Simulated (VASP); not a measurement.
Write the native input for VASP 6.6.1 that does the following.

* Task: single point
* Functional: PBEsol
* Potentials or basis: VASP PAW PBE potentials, release 64 (Sn_d, Ge_d, Se)
* Cutoff: 520 eV
* k mesh: 12 × 12 × 4
* Occupations: gaussian, width 0.02 eV
* Spin: no spin polarisation
* Dipole correction: no
* Further INCAR settings: ALGO = Normal; EDIFF = 1e-07; NBANDS = 39

The structure of Sn2GeSe3 lies in POSCAR:

```
Sn2GeSe3
1.0
    4.1875794859     -0.0000000028      0.0000000000
   -2.0937897405      3.6265502166      0.0000000000
    0.0000000000      0.0000000000     10.2982616458
Sn Ge Se
2 1 3
Direct
    0.3333333333      0.6666666667      0.8253021316
    0.6666666667      0.3333333333      0.1746978684
    0.0000000000      0.0000000000      0.5000000000
    0.3333333333      0.6666666667      0.3485766475
    0.6666666667      0.3333333333      0.6514233525
    0.0000000000      0.0000000000      0.0000000000
```

These files were run (other wordings do the same):

INCAR

```
  ALGO = Normal
  EDIFF = 1E-7
  ENCUT = 520
  GGA = PS
  ISIF = 2
  ISMEAR = 0
  LASPH = True
  LCHARG = True
  LELF = True
  LREAL = False
  LVHAR = True
  LWAVE = False
  NBANDS = 39
  NELM = 60
  PREC = Accurate
  SIGMA = 0.02
```

KPOINTS

```
k-points
0
Gamma
  12 12 4
```

Potentials or basis: VASP PAW PBE potentials, release 64 (Sn_d, Ge_d, Se).

Run with:

```console
$ cat potpaw_PBE.64/Sn_d/POTCAR potpaw_PBE.64/Ge_d/POTCAR potpaw_PBE.64/Se/POTCAR > POTCAR
$ mpirun -np 1 vasp_std > vasp.out
```

It gave:

| Property | Result |
| --- | --- |
| Pressure | -2.9 GPa |
| Largest force | 0.006 eV/Å |
| Band gap on the k mesh | 0.39 eV (least direct gap 0.43 eV) |

Caveat: the PAW data sets were made with another functional, which shifts forces and pressure a little; spin-orbit coupling is left out, which moves the levels of the heavy elements.

Run time: 3.5 min on 1 thread of Intel(R) Xeon(R) 6975P-C (Granite Rapids) (shared host), peak memory 0.52 GiB.
